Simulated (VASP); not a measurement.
# Ti (Im-3m) in VASP: further runs

Ti is run at these levels: r2SCAN; tasks: single point.

Program: VASP 6.6.1. These are calculated values, not measurements. Logs are shortened: lines on timing, memory, paths and dates and some standing lists are left out, and cuts for length are marked.

**1. The cell of the first run**

The structure is cubic, space group Im-3m (No. 229). The conventional cell has a = 3.282 Å, b = 3.282 Å, c = 3.282 Å, α = 90.00°, β = 90.00°, γ = 90.00°. Ti (site symmetry m-3m) has 14 Ti at 2.84 to 3.28 Å within 3.7 Å.

**2. Single point, r2SCAN**

Input file POSCAR:

```
Ti
1.0
   -1.6410000000      1.6410000000      1.6410000000
    1.6410000000     -1.6410000000      1.6410000000
    1.6410000000      1.6410000000     -1.6410000000
Ti
1
Direct
    0.0000000000      0.0000000000      0.0000000000
```

Input file INCAR.step1:

```
PREC     = Accurate       # precision mode
ENCUT    = 520            # plane-wave cutoff, eV
ISMEAR   = 0              # smearing method
SIGMA    = 0.15           # smearing width, eV
LREAL    = F              # projectors in reciprocal space
LASPH    = T              # aspherical terms in the spheres
NELM     = 80             # most SCF steps
NBANDS   = 12             # bands
GGA      = PE             # functional
ALGO     = Normal         # electronic algorithm
EDIFF    = 1E-4           # SCF threshold, eV
LWAVE    = T              # write WAVECAR
LCHARG   = F              # write CHGCAR
```

Input file INCAR.step2:

```
PREC     = Accurate       # precision mode
ENCUT    = 520            # plane-wave cutoff, eV
EDIFF    = 1E-6           # SCF threshold, eV
ISMEAR   = 0              # smearing method
SIGMA    = 0.15           # smearing width, eV
LREAL    = F              # projectors in reciprocal space
LASPH    = T              # aspherical terms in the spheres
NELM     = 80             # most SCF steps
ALGO     = Normal         # electronic algorithm
ISIF     = 2              # what is computed and relaxed
LWAVE    = F              # write WAVECAR
LCHARG   = F              # write CHGCAR
METAGGA  = R2SCAN         # meta-GGA
LMIXTAU  = T            
NBANDS   = 12             # bands
ISTART   = 1
```

Input file KPOINTS:

```
Automatic mesh
0
Gamma
  3 3 3
```

Potentials or basis: VASP PAW PBE potentials, release 64 (Ti_sv).

Command:

```sh
$ cat potpaw_PBE.64/Ti_sv/POTCAR > POTCAR
$ cp INCAR.step1 INCAR
$ mpirun -np 1 vasp_std > vasp.out
$ cp INCAR.step2 INCAR
$ mpirun -np 1 vasp_std > vasp.out
```

OUTCAR:

```text
PREC = Accurate
   ENCUT = 520
   EDIFF = 1E-6
   ISMEAR = 0
   LREAL = F
   LASPH = T
   NELM = 80
   ISIF = 2
   METAGGA = R2SCAN
   ISTART = 1

 ion  position               nearest neighbor table
   1  0.000  0.000  0.000-

  LATTYP: Found a body centered cubic cell.
 ALAT       =     3.2820000000

  Lattice vectors:

 A1 = (  -1.6410000000,   1.6410000000,   1.6410000000)
 A2 = (   1.6410000000,  -1.6410000000,   1.6410000000)
 A3 = (   1.6410000000,   1.6410000000,  -1.6410000000)

Analysis of symmetry for initial positions (statically):
=====================================================================
 Subroutine PRICEL returns:
 Original cell was already a primitive cell.

 Routine SETGRP: Setting up the symmetry group for a
 body centered cubic supercell.

 Subroutine GETGRP returns: Found 48 space group operations
 (whereof 48 operations were pure point group operations)
 out of a pool of 48 trial point group operations.

The static configuration has the point symmetry O_h .

Analysis of symmetry for dynamics (positions and initial velocities):
=====================================================================
 Subroutine PRICEL returns:
 Original cell was already a primitive cell.

 Routine SETGRP: Setting up the symmetry group for a
 body centered cubic supercell.

 Subroutine GETGRP returns: Found 48 space group operations
 (whereof 48 operations were pure point group operations)
 out of a pool of 48 trial point group operations.

The dynamic configuration has the point symmetry O_h .

 Subroutine INISYM returns: Found 48 space group operations
 (whereof 48 operations are pure point group operations),
 and found     1 'primitive' translations

----------------------------------------------------------------------------------------

                                     Primitive cell

  volume of cell :      17.6761

  direct lattice vectors                    reciprocal lattice vectors
    -1.641000000  1.641000000  1.641000000     0.000000000  0.304692261  0.304692261
     1.641000000 -1.641000000  1.641000000     0.304692261  0.000000000  0.304692261
     1.641000000  1.641000000 -1.641000000     0.304692261  0.304692261  0.000000000

  length of vectors
     2.842295375  2.842295375  2.842295375     0.430899928  0.430899928  0.430899928

  position of ions in fractional coordinates (direct lattice)
[... 62 lines left out ...]
   ISIF   =      2    stress and relaxation
   ISYM   =      2    0-nonsym 1-usesym 2-fastsym
   POTIM  = 0.5000    time-step for ionic-motion
   TEBEG  =    0.0;   TEEND  =   0.0 temperature during run
   PSTRESS=    0.0 pullay stress
   NELECT =      12.0000    total number of electrons
   NUPDOWN=      -1.0000    fix difference up-down
   EMIN   =  10.00;   EMAX   =-10.00  energy-range for DOS
   EFERMI =   0.00;   METHOD = LEGACY
   ISMEAR =     0;   SIGMA  =   0.15  broadening in eV -4-tet -1-fermi 0-gaus
   EFERMI_NEDOS =   21; number of points for ismear=-14 and -15
   IALGO  =     38    algorithm
   IMIX   =      4    mixing-type and parameters
     AMIX     =   0.40;   BMIX     =  1.00
     AMIX_MAG =   1.60;   BMIX_MAG =  1.00
  volume/ion in A,a.u.               =      17.68       119.28
  Fermi-wavevector in a.u.,A,eV,Ry     =   1.438821  2.718977 28.166848  2.070205
  Thomas-Fermi vector in A             =   2.557745
   LORBIT       =      0    0 simple, 1 ext, 2 COOP (PROOUT), +10 PAW based schemes
   METAGGA = R2SCAN    functional components
   LHFCALC =     F    Hartree Fock is set to
   AEXX    =    0.0000 exact exchange contribution
   IVDW    =     0    specifies the selected vdW correction
   LEPSILON=     F    determine dielectric tensor
   LRPA    =     F    only Hartree local field effects (RPA)
 non-spin polarized calculation
 Gauss-broadening in eV      SIGMA  =   0.15
  energy-cutoff  :      520.00
  volume of cell :       17.68
 maximum number of plane-waves:       482
 NGX is ok and might be reduce to    24
   NGX = 11   NGY = 11   NGZ = 11

 number of electron      12.0000001 magnetization

 Free energy of the ion-electron system (eV)
  ---------------------------------------------------
  ext. energy  EPLUGINS =         0.00000000
  ---------------------------------------------------
  free energy    TOTEN  =       -12.85444548 eV

  energy without entropy =      -12.81682476  energy(sigma->0) =      -12.83563512

 E-fermi :   7.9406     XC(G=0): -12.3062

 val. band max:        7.3338042356   @ k =   0.3333   0.3333   0.0000
 cond. band min:       7.9637867750   @ k =   0.3333   0.0000   0.0000
 fundamental gap:      0.6299825393
 Fermi energy:         7.9406173583

 k-point     1 :       0.0000    0.0000    0.0000
  band No.  band energies     occupation
      1     -50.9772      2.00000
      2     -25.8022      2.00000
      3     -25.8022      2.00000
      4     -25.8022      2.00000
      5       1.6405      2.00000
      6       9.0843      0.00000
      7       9.0843      0.00000
      8       9.0843      0.00000
      9      10.8293      0.00000
     10      10.8293      0.00000
     11      25.9017      0.00000
     12      25.9017      0.00000
[... 31 lines left out ...]
 k-point     4 :      -0.3333    0.3333    0.3333
  band No.  band energies     occupation
      1     -50.8080      2.00000
      2     -26.2313      2.00000
      3     -26.1322      2.00000
      4     -26.1322      2.00000
      5       6.0281      2.00000
      6       6.8182      2.00000
      7      10.1108      0.00000
      8      10.1108      0.00000
      9      11.2004      0.00000
     10      12.7060      0.00000
     11      20.3712      0.00000
     12      20.3713      0.00000

------------------------ aborting loop because EDIFF is reached ----------------------------------------

  FORCE on cell =-STRESS in cart. coord.  units (eV):
  Direction    XX          YY          ZZ          XY          YZ          ZX
  --------------------------------------------------------------------------------------
  -------------------------------------------------------------------------------------
  Total       -0.3645833     -0.3645833     -0.3645833      0.0000000      0.0000000     -0.0000000
  in kB      -33.0462109    -33.0462109    -33.0462109      0.0000000      0.0000000     -0.0000000
  external PRESSURE =     -33.0462109 kB  Pullay stress =       0.0000000 kB

 VOLUME and BASIS-vectors are now :
 -----------------------------------------------------------------------------
  energy-cutoff  :      520.00
  volume of cell :       17.68
      direct lattice vectors                 reciprocal lattice vectors
    -1.641000000  1.641000000  1.641000000     0.000000000  0.304692261  0.304692261
     1.641000000 -1.641000000  1.641000000     0.304692261  0.000000000  0.304692261
     1.641000000  1.641000000 -1.641000000     0.304692261  0.304692261  0.000000000

 POSITION                                       TOTAL-FORCE (eV/Angst)
 -----------------------------------------------------------------------------------
      0.00000      0.00000      0.00000         0.000000      0.000000      0.000000
 -----------------------------------------------------------------------------------
    total drift:                                0.000000      0.000000      0.000000

  FREE ENERGIE OF THE ION-ELECTRON SYSTEM (eV)
  ---------------------------------------------------
  free  energy   TOTEN  =       -12.8544454826 eV

  energy  without entropy=      -12.8168247563  energy(sigma->0) =      -12.83563512
```

It took 10 s on 1 thread of Intel Xeon Platinum 8259CL at 2.50GHz (Skylake/Cascade Lake), shared host; peak memory 0.14 GiB.

What came out:

```
Free energy            : -12.8544 eV
Pressure               : -3.3 GPa
Band gap on the k mesh : zero (band 6 reaches 9.08 eV, above the bottom of band 7 at 7.33 eV)
```

Caveat: the k points lie up to 0.90 Å⁻¹ apart; the PAW data sets were made with another functional, which shifts forces and pressure a little.

**3. Single point, r2SCAN**

POSCAR is that of step 2.

Input file INCAR.step1:

```
PREC     = Accurate       # precision mode
ENCUT    = 520            # plane-wave cutoff, eV
ISMEAR   = 0              # smearing method
SIGMA    = 0.15           # smearing width, eV
LREAL    = False          # projectors in reciprocal space
LASPH    = True           # aspherical terms in the spheres
NELM     = 100            # most SCF steps
NBANDS   = 12             # bands
GGA      = PE             # functional
ALGO     = Normal         # electronic algorithm
EDIFF    = 1E-4           # SCF threshold, eV
LWAVE    = True           # write WAVECAR
LCHARG   = False          # write CHGCAR
```

Input file INCAR.step2:

```
PREC     = Accurate       # precision mode
ENCUT    = 520            # plane-wave cutoff, eV
EDIFF    = 1E-6           # SCF threshold, eV
ISMEAR   = 0              # smearing method
SIGMA    = 0.15           # smearing width, eV
LREAL    = False          # projectors in reciprocal space
LASPH    = True           # aspherical terms in the spheres
NELM     = 100            # most SCF steps
ALGO     = Normal         # electronic algorithm
ISIF     = 2              # what is computed and relaxed
LWAVE    = False          # write WAVECAR
LCHARG   = True           # write CHGCAR
METAGGA  = R2SCAN         # meta-GGA
LMIXTAU  = True         
LELF     = True           # ELF
LVHAR    = True         
NBANDS   = 12             # bands
ISTART   = 1
```

Input file KPOINTS:

```
Automatic mesh
0
Gamma
  4 4 4
```

Potentials or basis: VASP PAW PBE potentials, release 64 (Ti_sv).

Command:

```sh
$ cat potpaw_PBE.64/Ti_sv/POTCAR > POTCAR
$ cp INCAR.step1 INCAR
$ mpirun -np 1 vasp_std > vasp.out
$ cp INCAR.step2 INCAR
$ mpirun -np 1 vasp_std > vasp.out
```

OUTCAR:

```text
PREC = Accurate
   ENCUT = 520
   EDIFF = 1E-6
   ISMEAR = 0
   LREAL = False
   LASPH = True
   NELM = 100
   ISIF = 2
   METAGGA = R2SCAN
   ISTART = 1

 ion  position               nearest neighbor table
   1  0.000  0.000  0.000-

  LATTYP: Found a body centered cubic cell.
 ALAT       =     3.2820000000

  Lattice vectors:

 A1 = (  -1.6410000000,   1.6410000000,   1.6410000000)
 A2 = (   1.6410000000,  -1.6410000000,   1.6410000000)
[... 281 lines left out ...]
     10      16.5341      0.00000
     11      16.5342      0.00000
     12      16.5342      0.00000

------------------------ aborting loop because EDIFF is reached ----------------------------------------

  FORCE on cell =-STRESS in cart. coord.  units (eV):
  Direction    XX          YY          ZZ          XY          YZ          ZX
  --------------------------------------------------------------------------------------
  -------------------------------------------------------------------------------------
  Total       -0.2884731     -0.2884731     -0.2884731     -0.0000000     -0.0000000     -0.0000000
  in kB      -26.1474969    -26.1474969    -26.1474969     -0.0000000     -0.0000000     -0.0000000
  external PRESSURE =     -26.1474969 kB  Pullay stress =       0.0000000 kB

 VOLUME and BASIS-vectors are now :
 -----------------------------------------------------------------------------
  energy-cutoff  :      520.00
  volume of cell :       17.68
      direct lattice vectors                 reciprocal lattice vectors
    -1.641000000  1.641000000  1.641000000     0.000000000  0.304692261  0.304692261
     1.641000000 -1.641000000  1.641000000     0.304692261  0.000000000  0.304692261
     1.641000000  1.641000000 -1.641000000     0.304692261  0.304692261  0.000000000

 POSITION                                       TOTAL-FORCE (eV/Angst)
 -----------------------------------------------------------------------------------
      0.00000      0.00000      0.00000        -0.000000      0.000000      0.000000
 -----------------------------------------------------------------------------------
    total drift:                               -0.000000      0.000000      0.000000

  FREE ENERGIE OF THE ION-ELECTRON SYSTEM (eV)
  ---------------------------------------------------
  free  energy   TOTEN  =       -12.8958390628 eV

  energy  without entropy=      -12.8589553680  energy(sigma->0) =      -12.87739722
```

Run time: 13 s. Hardware: 1 thread of Intel Xeon Platinum 8259CL at 2.50GHz (Skylake/Cascade Lake), shared host; peak memory 0.13 GiB.

What came out:

```yaml
Free_energy: -12.8958 eV
Pressure: -2.6 GPa
Band_gap_on_the_k_mesh: zero (band 6 reaches 9.05 eV, above the bottom of band 7 at 7.27 eV)
```

Caveat: the k points lie up to 0.68 Å⁻¹ apart; the PAW data sets were made with another functional, which shifts forces and pressure a little.
